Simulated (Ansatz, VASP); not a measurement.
**One calculation of MoRu5, two programs**

File INCAR:

```
SYSTEM = MoRu5
  PREC = Accurate
  ENCUT = 520
  EDIFF = 1E-6
  ISMEAR = 0
  SIGMA = 0.1
  LREAL = .FALSE.
  LASPH = .TRUE.
  NELM = 150
  ALGO = Fast
  ISIF = 2
  LWAVE = .FALSE.
  LCHARG = .FALSE.
  ISPIN = 2
  MAGMOM = 1 1 1 1 1 1
  LORBIT = 11
  LMAXMIX = 4
  GGA = PE
  NBANDS = 55
```

The input KPOINTS:

```
regular mesh
0
G
  6 6 2
  0 0 0
```

POSCAR

```
MoRu5
1.0
    2.7383421000      0.0000000000      0.0000000000
   -1.3691710000      2.3714738000      0.0000000000
    0.0000000000      0.0000000000     13.0345319000
Mo Ru
1 5
Direct
    0.0000000000      0.0000000000      0.5000000000
    0.3333333000      0.6666667000      0.0000000000
    0.3333333000      0.6666667000      0.3287430000
    0.3333333000      0.6666667000      0.6712570000
    0.0000000000      0.0000000000      0.8367370000
    0.0000000000      0.0000000000      0.1632630000
```

Input for Ansatz:

```yaml
crystal:
  lattice:
    - [2.7383421, 0.0, 0.0]
    - [-1.369171, 2.3714738, 0.0]
    - [0.0, 0.0, 13.0345319]
  atoms:
    - { symbol: Mo, position: [0.0, 0.0, 0.5], spin: 1.0 }
    - { symbol: Ru, position: [0.3333333, 0.6666667, 0.0], spin: 1.0 }
    - { symbol: Ru, position: [0.3333333, 0.6666667, 0.328743], spin: 1.0 }
    - { symbol: Ru, position: [0.3333333, 0.6666667, 0.671257], spin: 1.0 }
    - { symbol: Ru, position: [0.0, 0.0, 0.836737], spin: 1.0 }
    - { symbol: Ru, position: [0.0, 0.0, 0.163263], spin: 1.0 }
basis:
  ecutwfc: 420
kpoints:
  mp_grid: { grid: [6, 6, 2] }
hamiltonian:
  xc: pbe
scf:
  occupations: { method: gaussian, width: 0.1 }
  lower_state_search: "off"
output:
  forces: true
  stress: true
  eigenvalues: true
  populations: true
magnetization:
  spin_polarized: true
```

Alike in both runs: task single point; functional PBE; k mesh 6 × 6 × 2; occupations gaussian, width 0.1 eV; collinear spin.

|  | VASP | Ansatz |
| --- | --- | --- |
| version | VASP 6.6.1 | Ansatz 0.2.0 |
| potentials or method | VASP PAW PBE potentials, release 64 (Mo_sv, Ru_pv), cutoff 520 eV | scalar-relativistic, plane waves, PAW |
| valence electrons in the cell | 84 | 94 |

VASP gave:

```
gap on the k mesh at the Fermi level (eV)                     : none
pressure (GPa)                                                : 0.3
traceless stress, the component that is largest in VASP (GPa) : 0.96
rms of the force components (eV/Å)                            : 0.060
net moment per atom (μB)                                      : 0.00
```

Which values does Ansatz return?

gap on the k mesh at the Fermi level (eV): none; pressure (GPa): 0.3; traceless stress, the component that is largest in VASP (GPa): 0.96; rms of the force components (eV/Å): 0.063; net moment per atom (μB): 0.00.

Atom by atom the forces differ by 0.005 eV/Å (rms over components). A gap of «none» marks a metal or a gap that the smearing closes. VASP's potentials hold 84 valence electrons a cell and Ansatz's 94, so a difference there can come from the potentials and not from the codes. Ansatz's warnings: seeded moment not kept.

The k mesh is coarse, so the values compare programs but aren't converged.
